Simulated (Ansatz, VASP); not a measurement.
**Zr3S2: VASP beside Ansatz**

File INCAR:

```
SYSTEM = Zr3S2
  ALGO = Normal
  EDIFF = 1E-6
  EDIFFG = -0.01
  ENCUT = 600
  GGA = PE
  IBRION = 2
  ISIF = 3
  ISMEAR = 0
  LASPH = .TRUE.
  LCHARG = .FALSE.
  LREAL = .FALSE.
  LWAVE = .FALSE.
  NELM = 80
  NSW = 100
  PREC = Accurate
  SIGMA = 0.1
```

File KPOINTS:

```
k-points
0
G
  12 12 8
  0 0 0
```

POSCAR

```
Zr3S2
1.0
    4.9777396886      0.0000000000      0.0000000000
   -2.4888698443      4.3108490238      0.0000000000
    0.0000000000      0.0000000000      4.8681324246
Zr S
3 2
Direct
    0.3333333333      0.6666666667      0.5000000000
    0.6666666667      0.3333333333      0.5000000000
    0.0000000000      0.0000000000      0.0000000000
    0.3333333333      0.6666666667      0.0000000000
    0.6666666667      0.3333333333      0.0000000000
```

Input for Ansatz:

```yaml
crystal:
  lattice:
    - [4.9777396886, 0.0, 0.0]
    - [-2.4888698443, 4.3108490238, 0.0]
    - [0.0, 0.0, 4.8681324246]
  atoms:
    - { symbol: Zr, position: [0.3333333333, 0.6666666667, 0.5] }
    - { symbol: Zr, position: [0.6666666667, 0.3333333333, 0.5] }
    - { symbol: Zr, position: [0.0, 0.0, 0.0] }
    - { symbol: S, position: [0.3333333333, 0.6666666667, 0.0] }
    - { symbol: S, position: [0.6666666667, 0.3333333333, 0.0] }
basis:
  ecutwfc: 420
kpoints:
  mp_grid: { grid: [12, 12, 8] }
hamiltonian:
  xc: pbe
scf:
  occupations: { method: gaussian, width: 0.1 }
output:
  forces: true
  stress: true
  eigenvalues: true
relax:
  adjacent_minimum: "off"
  f_tol: 0.01
  max_steps: 80
  cell: { stress_tol: 0.05 }
```

Alike in both runs: task relaxation of cell and atoms; functional PBE; k mesh 12 × 12 × 8; occupations gaussian, width 0.1 eV; no spin polarisation.

|  | VASP | Ansatz |
| --- | --- | --- |
| version | VASP 6.6.1 | Ansatz 0.2.0 |
| potentials or method | VASP PAW PBE potentials, release 64 (Zr_sv, S), cutoff 600 eV | scalar-relativistic, plane waves, PAW |
| valence electrons in the cell | 48 | 48 |

```tsv
	VASP	Ansatz	Ansatz less VASP
gap on the k mesh at the Fermi level, each at its own relaxed structure (eV)	none	none	-
relaxed volume (Å³/atom)	20.96	20.96	-0.003
relaxed length of the cell vector where the two differ most in proportion (Å)	4.989	4.989	-0.0003
```

A gap of «none» marks a metal or a gap that the smearing closes.
